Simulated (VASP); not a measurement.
## Hf4Si4O15 (a cell with a defect): single point with PBE

Hf4Si4O15 (a cell with a defect):

```
Hf Si O
1.0
     6.64653    0.00000    0.00000
     0.00000    6.64653    0.00000
     0.00000    0.00000    6.01473
Hf Si O
4 4 15
Direct
  0.00287 0.00029 0.99844
  0.51637 0.50051 0.50414
  0.98989 0.50001 0.23233
  0.50079 0.99960 0.75265
  0.00565 0.50069 0.74686
  0.50215 0.00023 0.25247
  0.00106 0.99991 0.49919
  0.48511 0.49957 0.00612
  0.00512 0.81232 0.31945
  0.48531 0.32005 0.81716
  0.68666 0.00095 0.07015
  0.31802 0.00054 0.07031
  0.82990 0.50123 0.55779
  0.00506 0.18849 0.32056
  0.48545 0.68017 0.81847
  0.31033 0.49979 0.20460
  0.81626 0.99962 0.68076
  0.00005 0.68359 0.92731
  0.50138 0.18566 0.43482
  0.00338 0.31616 0.92501
  0.50224 0.81370 0.43362
  0.18423 0.99851 0.68248
  0.67856 0.49837 0.17639
```

```
Program             : VASP 6.6.1
Task                : single point
Functional          : PBE
Potentials or basis : VASP PAW PBE potentials, release 64 (Hf_pv, Si, O)
Cutoff              : 520 eV
k mesh              : 1 × 1 × 1, shifted
Occupations         : gaussian, width 0.01 eV
Spin                : collinear spin
Starting moments    : [0.0, 0.02, 0.02, 0.0, 0.07, 0.0, 0.0, 0.0, 0.01, 0.01, 0.0, 0.0, 0.06, 0.01, 0.02, 0.01, 0.0, 0.04, 0.0, 0.05, 0.0, 0.0, 0.0] μB
Fixed moment        : 1 μB
```

- Largest force: 0.269 eV/Å
- Net moment: 1.00 μB per cell
- Site moments: Hf +0.01, +0.06, +0.03, +0.00; Si +0.18, +0.00 (each value once); O +0.01, +0.00, +0.06, +0.05 (each value once) μB
- Valence electrons inside the program's atomic spheres: Hf 8.10, 8.07, 8.17, 8.09; Si 1.62, 1.63 (each value once); O 5.13, 5.14, 5.15, 5.16 (each value once)

Forces on the atoms (eV/Å):
```
Hf   0.080 -0.021 -0.024
Hf   0.203 -0.077 -0.056
Hf  -0.083  0.011 -0.102
Hf  -0.085  0.056 -0.004
Si   0.048  0.012 -0.025
Si  -0.025  0.018  0.011
Si   0.019 -0.002  0.000
Si   0.006 -0.017 -0.005
O   -0.026 -0.139 -0.115
O   -0.001 -0.120 -0.122
O    0.121 -0.011 -0.151
O   -0.134 -0.015 -0.121
O   -0.147 -0.020 -0.133
O   -0.018  0.123 -0.136
O    0.008  0.125 -0.165
O   -0.127  0.010  0.120
O   -0.120  0.010  0.146
O    0.023  0.140  0.137
O    0.028  0.126  0.115
O   -0.034 -0.137  0.229
O    0.014 -0.108  0.141
O    0.131  0.012  0.121
O    0.117  0.023  0.137
```

It took 6.3 min on 1 thread of Intel(R) Xeon(R) Platinum 8259CL CPU @ 2.50GHz (Skylake/Cascade Lake), on a shared host, peak memory 0.49 GiB.

Caveat: the k points lie up to 0.52 Å⁻¹ apart; the cell carries a net charge on a neutralising background, which shifts energy and pressure; the total moment is fixed, so each spin has its own Fermi level and the state may be an excited one.
